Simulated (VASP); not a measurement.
# Cu (P6_3/mmc) in VASP: notebook

Runs on Cu. Level: PBE. Tasks: single point, relaxation of cell and atoms.

Program: VASP 6.6.1. These are calculated values, not measurements. Logs are shortened: lines on timing, memory, paths and dates and some standing lists are left out, and cuts for length are marked.

### 1 The cell of the first run

It takes space group P6_3/mmc (No. 194, hexagonal). The conventional cell has a = 2.528 Å, b = 2.528 Å, c = 8.273 Å, α = 90.00°, β = 90.00°, γ = 120.00°. Within 3.3 Å of Cu (site symmetry -3m) lie 12 Cu at 2.53 Å. Within 3.3 Å of Cu (site symmetry -6m2) lie 12 Cu at 2.53 Å.

### 2 Single point, PBE

Input file INCAR:

```
SYSTEM = Cu
PREC = Accurate ; ENCUT = 520
EDIFF = 1E-6 ; ISMEAR = -1
SIGMA = 0.15 ; LREAL = .FALSE.
LASPH = .TRUE. ; NELM = 60
ALGO = Fast ; ISIF = 2
LWAVE = .FALSE. ; LCHARG = .FALSE.
GGA = PE ; NBANDS = 30
```

Input file KPOINTS:

```
Automatic mesh
0
G
  18 18 6
  0 0 0
```

Input file POSCAR:

```
Cu
1.0
    2.5279666242      0.0000000000      0.0000000000
   -1.2639833121      2.1892833165      0.0000000000
    0.0000000000      0.0000000000      8.2729176609
Cu
4
Direct
    0.0000000000      0.0000000000      0.0000000000
    0.3333333333      0.6666666667      0.2500000000
    0.0000000000      0.0000000000      0.5000000000
    0.6666666667      0.3333333333      0.7500000000
```

Potentials or basis: VASP PAW PBE potentials, release 64 (Cu).

Run with:

```console
$ cat potpaw_PBE.64/Cu/POTCAR > POTCAR
$ mpirun -np 1 vasp_std > vasp.out
```

OUTCAR:

```text
SYSTEM = Cu
   PREC = Accurate
   ENCUT = 520
   EDIFF = 1E-6
   ISMEAR = -1
   LREAL = .FALSE.
   LASPH = .TRUE.
   NELM = 60
   ISIF = 2
   GGA = PE

 ion  position               nearest neighbor table
   1  0.000  0.000  0.000-   2 2.53   4 2.53   4 2.53   2 2.53   4 2.53   2 2.53
   2  0.333  0.667  0.250-   1 2.53   3 2.53   1 2.53   3 2.53   1 2.53   3 2.53
   3  0.000  0.000  0.500-   2 2.53   4 2.53   4 2.53   2 2.53   4 2.53   2 2.53
   4  0.667  0.333  0.750-   1 2.53   3 2.53   1 2.53   3 2.53   1 2.53   3 2.53

  LATTYP: Found a hexagonal cell.
 ALAT       =     2.5279666242
 C/A-ratio  =     3.2725581033

  Lattice vectors:

 A1 = (   2.5279666242,   0.0000000000,   0.0000000000)
 A2 = (  -1.2639833121,   2.1892833165,   0.0000000000)
 A3 = (   0.0000000000,   0.0000000000,   8.2729176609)

Analysis of symmetry for initial positions (statically):
=====================================================================
 Subroutine PRICEL returns:
 Original cell was already a primitive cell.

 Routine SETGRP: Setting up the symmetry group for a
 hexagonal supercell.

 Subroutine GETGRP returns: Found 24 space group operations
 (whereof 12 operations were pure point group operations)
 out of a pool of 24 trial point group operations.

The static configuration has the point symmetry D_3d.
 The point group associated with its full space group is D_6h.

Analysis of symmetry for dynamics (positions and initial velocities):
=====================================================================
 Subroutine PRICEL returns:
 Original cell was already a primitive cell.

 Routine SETGRP: Setting up the symmetry group for a
 hexagonal supercell.

 Subroutine GETGRP returns: Found 24 space group operations
 (whereof 12 operations were pure point group operations)
 out of a pool of 24 trial point group operations.

The dynamic configuration has the point symmetry D_3d.
 The point group associated with its full space group is D_6h.

 Subroutine INISYM returns: Found 24 space group operations
 (whereof 12 operations are pure point group operations),
 and found     1 'primitive' translations

----------------------------------------------------------------------------------------

                                     Primitive cell

  volume of cell :      45.7859

  direct lattice vectors                    reciprocal lattice vectors
     2.527966624  0.000000000  0.000000000     0.395574843  0.228385242  0.000000000
    -1.263983312  2.189283317  0.000000000     0.000000000  0.456770484  0.000000000
     0.000000000  0.000000000  8.272917661     0.000000000  0.000000000  0.120876339

  length of vectors
     2.527966624  2.527966624  8.272917661     0.456770484  0.456770484  0.120876339

  position of ions in fractional coordinates (direct lattice)
     0.000000000  0.000000000  0.000000000
     0.333333333  0.666666667  0.250000000
     0.000000000  0.000000000  0.500000000
     0.666666667  0.333333333  0.750000000

  ion indices of the primitive-cell ions
   primitive index   ion index
                 1           1
                 2           2
                 3           3
                 4           4

----------------------------------------------------------------------------------------

 KPOINTS: Automatic mesh

Automatic generation of k-mesh.
 Grid dimensions read from file:
 generate k-points for:   18   18    6

 Generating k-lattice:

  Cartesian coordinates                     Fractional coordinates (reciprocal lattice)
     0.021976380  0.012688069  0.000000000     0.055555556  0.000000000  0.000000000
     0.000000000  0.025376138  0.000000000     0.000000000  0.055555556  0.000000000
     0.000000000  0.000000000  0.020146057     0.000000000  0.000000000  0.166666667

  Length of vectors
     0.025376138  0.025376138  0.020146057

  Shift w.r.t. Gamma in fractional coordinates (k-lattice)
     0.000000000  0.000000000  0.000000000

 Subroutine IBZKPT returns following result:
 ===========================================

 Found    148 irreducible k-points:

 Following reciprocal coordinates:
            Coordinates               Weight
  0.000000  0.000000  0.000000      1.000000
  0.055556  0.000000  0.000000      6.000000
  0.111111  0.000000  0.000000      6.000000
  0.166667  0.000000  0.000000      6.000000
  0.222222  0.000000  0.000000      6.000000
  0.277778  0.000000  0.000000      6.000000
[... 16 lines left out ...]
  0.333333  0.111111  0.000000     12.000000
  0.388889  0.111111  0.000000     12.000000
 [... further k-points ...]
   k-points           NKPTS =    148   k-points in BZ     NKDIM =    148   number of bands    NBANDS=     30
   number of dos      NEDOS =    301   number of ions     NIONS =      4
   total plane-waves  NPLWV =  25600
   dimension x,y,z NGX =    20 NGY =   20 NGZ =   64
   dimension x,y,z NGXF=    40 NGYF=   40 NGZF=  128
   ions per type =               4
   NGX,Y,Z   is equivalent  to a cutoff of  13.15, 13.15, 12.86 a.u.
   NGXF,Y,Z  is equivalent  to a cutoff of  26.31, 26.31, 25.72 a.u.
 SYSTEM =  Cu
   PREC   = accura    normal or accurate (medium, high low for compatibility)
   ISTART =      0    job   : 0-new  1-cont  2-samecut
   ICHARG =      2    charge: 1-file 2-atom 10-const
   ISPIN  =      1    spin polarized calculation?
   LNONCOLLINEAR =      F non collinear calculations
   LSORBIT =      F    spin-orbit coupling
   LASPH  =      T    aspherical Exc in radial PAW
   ENCUT  =  520.0 eV  38.22 Ry    6.18 a.u.   4.70  4.70 15.38*2*pi/ulx,y,z
   NELM   =     60;   NELMIN=  2; NELMDL= -5     # of ELM steps
   EDIFF  = 0.1E-05   stopping-criterion for ELM
   LREAL  =      F    real-space projection
   EDIFFG = 0.1E-04   stopping-criterion for IOM
   NSW    =      0    number of steps for IOM
   IBRION =     -1    ionic relax: 0-MD 1-quasi-New 2-CG
   NFREE  =      0    steps in history (QN), initial steepest desc. (CG)
   ISIF   =      2    stress and relaxation
   ISYM   =      2    0-nonsym 1-usesym 2-fastsym
   POTIM  = 0.5000    time-step for ionic-motion
   TEBEG  =    0.0;   TEEND  =   0.0 temperature during run
   PSTRESS=    0.0 pullay stress
   NELECT =      44.0000    total number of electrons
   NUPDOWN=      -1.0000    fix difference up-down
   EMIN   =  10.00;   EMAX   =-10.00  energy-range for DOS
   EFERMI =   0.00;   METHOD = LEGACY
   ISMEAR =    -1;   SIGMA  =   0.15  broadening in eV -4-tet -1-fermi 0-gaus
   EFERMI_NEDOS =   21; number of points for ismear=-14 and -15
   IALGO  =     68    algorithm
   IMIX   =      4    mixing-type and parameters
     AMIX     =   0.40;   BMIX     =  1.00
     AMIX_MAG =   1.60;   BMIX_MAG =  1.00
  volume/ion in A,a.u.               =      11.45        77.24
  Fermi-wavevector in a.u.,A,eV,Ry     =   1.615530  3.052909 35.510356  2.609938
  Thomas-Fermi vector in A             =   2.710263
   LORBIT       =      0    0 simple, 1 ext, 2 COOP (PROOUT), +10 PAW based schemes
   GGA     = PE    functional components
   LHFCALC =     F    Hartree Fock is set to
   AEXX    =    0.0000 exact exchange contribution
   IVDW    =     0    specifies the selected vdW correction
   LEPSILON=     F    determine dielectric tensor
   LRPA    =     F    only Hartree local field effects (RPA)
 non-spin polarized calculation
 RMM-DIIS sequential band-by-band and
  energy-cutoff  :      520.00
  volume of cell :       45.79
 maximum number of plane-waves:      1255
 NGX is ok and might be reduce to    20
   NGX =  9   NGY =  9   NGZ = 31

 number of electron      43.9999992 magnetization

 Free energy of the ion-electron system (eV)
  ---------------------------------------------------
  ext. energy  EPLUGINS =         0.00000000
  ---------------------------------------------------
  free energy    TOTEN  =       -14.88933082 eV

  energy without entropy =      -14.79819463  energy(sigma->0) =      -14.84376272

 E-fermi :   7.9766     XC(G=0): -12.9089

 val. band max:        7.9734244207   @ k =   0.2222   0.2222   0.0000
 cond. band min:       7.9774360513   @ k =   0.0556   0.0556   0.0000
 fundamental gap:      0.0040116306
 Fermi energy:         7.9765524713

 k-point     1 :       0.0000    0.0000    0.0000
  band No.  band energies     occupation
      1      -1.6127      2.00000
      2       0.5446      2.00000
      3       0.5492      2.00000
      4       2.7160      2.00000
      5       4.5825      2.00000
      6       4.5893      2.00000
[... 22 lines left out ...]
     29      30.1817      0.00000
     30      30.4490      0.00000

 k-point     2 :       0.0556    0.0000    0.0000
  band No.  band energies     occupation
      1      -1.5102      2.00000
      2       0.6362      2.00000
      3       0.6408      2.00000
      4       2.7776      2.00000
      5       4.5306      2.00000
      6       4.5641      2.00000
[... 22 lines left out ...]
     29      29.1375      0.00000
     30      29.2054      0.00000

 k-point     3 :       0.1111    0.0000    0.0000
  band No.  band energies     occupation
      1      -1.2057      2.00000
      2       0.9042      2.00000
      3       0.9087      2.00000
      4       2.9513      2.00000
      5       4.4138      2.00000
      6       4.4989      2.00000
[... 22 lines left out ...]
     29      27.0832      0.00000
     30      27.0960      0.00000

 k-point     4 :       0.1667    0.0000    0.0000
  band No.  band energies     occupation
      1      -0.7093      2.00000
      2       1.3242      2.00000
      3       1.3285      2.00000
      4       3.2003      2.00000
      5       4.2842      2.00000
      6       4.4061      2.00000
[... 616 lines left out ...]
     29      19.8029      0.00000
     30      22.1842      0.00000

 k-point    23 :       0.3333    0.1111    0.0000
  band No.  band energies     occupation
      1       2.5537      2.00000
      2       2.9999      2.00000
      3       3.0912      2.00000
      4       3.5643      2.00000
      5       3.8599      2.00000
      6       3.9555      2.00000
[... 22 lines left out ...]
     29      19.2063      0.00000
     30      21.4701      0.00000

 k-point    24 :       0.3889    0.1111    0.0000
  band No.  band energies     occupation
      1       2.8781      2.00000
      2       3.0253      2.00000
      3       3.2881      2.00000
      4       3.5289      2.00000
      5       3.8570      2.00000
      6       3.8784      2.00000
[... 22 lines left out ...]
     29      18.7817      0.00000
     30      19.5382      0.00000

 [... further k-points ...]
[... 5 lines left out ...]
  --------------------------------------------------------------------------------------
  -------------------------------------------------------------------------------------
  Total        2.2059695      2.2059695      2.2013610      0.0000000     -0.0000000      0.0000000
  in kB       77.1930282     77.1930282     77.0317640      0.0000000     -0.0000000      0.0000000
  external PRESSURE =      77.1392735 kB  Pullay stress =       0.0000000 kB

 VOLUME and BASIS-vectors are now :
 -----------------------------------------------------------------------------
  energy-cutoff  :      520.00
  volume of cell :       45.79
      direct lattice vectors                 reciprocal lattice vectors
     2.527966624  0.000000000  0.000000000     0.395574843  0.228385242  0.000000000
    -1.263983312  2.189283317  0.000000000     0.000000000  0.456770484  0.000000000
     0.000000000  0.000000000  8.272917661     0.000000000  0.000000000  0.120876339

 POSITION                                       TOTAL-FORCE (eV/Angst)
 -----------------------------------------------------------------------------------
      0.00000      0.00000      0.00000         0.000000     -0.000000      0.000000
     -0.00000      1.45952      2.06823        -0.000000      0.000000      0.000000
      0.00000      0.00000      4.13646         0.000000     -0.000000      0.000000
      1.26398      0.72976      6.20469         0.000000      0.000000     -0.000000
 -----------------------------------------------------------------------------------
    total drift:                                0.000000     -0.000000      0.000000

  FREE ENERGIE OF THE ION-ELECTRON SYSTEM (eV)
  ---------------------------------------------------
  free  energy   TOTEN  =       -14.8893308171 eV

  energy  without entropy=      -14.7981946328  energy(sigma->0) =      -14.84376272
```

It took 4 min on 1 thread of Intel Xeon Platinum 8488C (Sapphire Rapids), shared host; peak memory 0.26 GiB.

What came out:

```
Free energy            : -14.8893 eV
Pressure               : 7.7 GPa
Band gap on the k mesh : zero (band 22 reaches 11.41 eV, above the bottom of band 23 at 6.15 eV)
```

Levels at points of the mesh, in eV from the Fermi level:
```csv
k point,band 19,band 20,band 21,band 22,band 23,band 24,band 25,band 26
"(0.00, 0.00, 0.00)",-2.17,-2.00,-2.00,-1.71,-1.71,-1.11,3.89,12.66
"(0.50, 0.00, 0.00)",-1.57,-1.55,-0.66,0.38,0.99,1.57,4.75,4.76
"(0.00, 0.00, 0.50)",-2.30,-2.30,-1.83,-1.83,-1.83,-1.83,7.04,7.04
"(0.50, 0.00, 0.50)",-1.57,-1.57,0.03,0.03,1.37,1.37,5.25,5.25
```

### 3 Relaxation of cell and atoms, PBE, target pressure 3 GPa, at which the enthalpy is minimised

This run uses another cell than the first one, of 11.63 Å³/atom, 1.016 times its volume.

Input file INCAR:

```
SYSTEM = Cu
ALGO = Fast
EDIFF = 1E-6
EDIFFG = -0.008
ENCUT = 600
GGA = PE
IBRION = 2
ISIF = 3
ISMEAR = 0
LASPH = .TRUE.
LCHARG = .FALSE.
LREAL = .FALSE.
LWAVE = .FALSE.
NELM = 80
NSW = 70
PREC = Accurate
PSTRESS = 30.0
SIGMA = 0.1
```

Input file KPOINTS:

```
k-points
0
G
  18 18 6
  0 0 0
```

Input file POSCAR:

```
Cu
1.0
    2.5429408936      0.0000000000      0.0000000000
   -1.2714704468      2.2022514142      0.0000000000
    0.0000000000      0.0000000000      8.3078212167
Cu
4
Direct
    0.0000000000      0.0000000000      0.0000000000
    0.3333333333      0.6666666667      0.2500000000
    0.0000000000      0.0000000000      0.5000000000
    0.6666666667      0.3333333333      0.7500000000
```

Potentials or basis: VASP PAW PBE potentials, release 64 (Cu).

Run with:

```console
$ cat potpaw_PBE.64/Cu/POTCAR > POTCAR
$ mpirun -np 1 vasp_std > vasp.out
```

Run time: 5.2 min. Hardware: 1 thread of Intel Xeon 6975P-C (Granite Rapids), shared host; peak memory 0.29 GiB.

The run converged. Its results:

```
Free energy                                            : -14.8869 eV
Relaxed volume                                         : 11.76 Å³/atom
Relaxed cell                                           : a = 2.552 Å, b = 2.552 Å, c = 8.339 Å, α = 90.00°, β = 90.00°, γ = 120.00°
Space group after relaxing (to 0.05 Å)                 : P6_3/mmc (No. 194)
Energy change on relaxing (the enthalpy is what falls) : -3.2 meV/atom
Ionic steps                                            : 3
Pressure after relaxing                                : 3.1 GPa
Band gap on the k mesh                                 : zero (band 22 reaches 11.01 eV, above the bottom of band 23 at 5.84 eV)
```

Step by step:
| step | energy change (eV) | largest force (eV/Å) | pressure (GPa) | volume (Å³) |
| --- | --- | --- | --- | --- |
| 1 | 0.0000 | 0.0000 | 4.89 | 46.53 |
| 2 | -0.0192 | 0.0000 | 2.32 | 47.46 |
| 3 | -0.0130 | 0.0000 | 3.05 | 47.05 |

Final structure:
```
Cu
1.0
     2.55246    0.00000    0.00000
    -1.27623    2.21050    0.00000
     0.00000    0.00000    8.33883
Cu
4
Direct
  0.00000 0.00000 0.00000
  0.33333 0.66667 0.25000
  0.00000 0.00000 0.50000
  0.66667 0.33333 0.75000
```

Levels at points of the mesh, in eV from the Fermi level:
```csv
k point,band 20,band 21,band 22,band 23,band 24,band 25
"(0.00, 0.00, 0.00)",-1.92,-1.92,-1.63,-1.63,-0.97,3.82
"(0.50, 0.00, 0.00)",-1.48,-0.57,0.46,1.00,1.58,4.64
"(0.00, 0.00, 0.50)",-2.20,-1.75,-1.75,-1.75,-1.75,6.95
"(0.50, 0.00, 0.50)",-1.51,0.09,0.09,1.39,1.39,5.16
```

Caveat: the cell is relaxed towards a set pressure, so the enthalpy falls and the energy may rise.

(Part 1 of 2 ends here.)
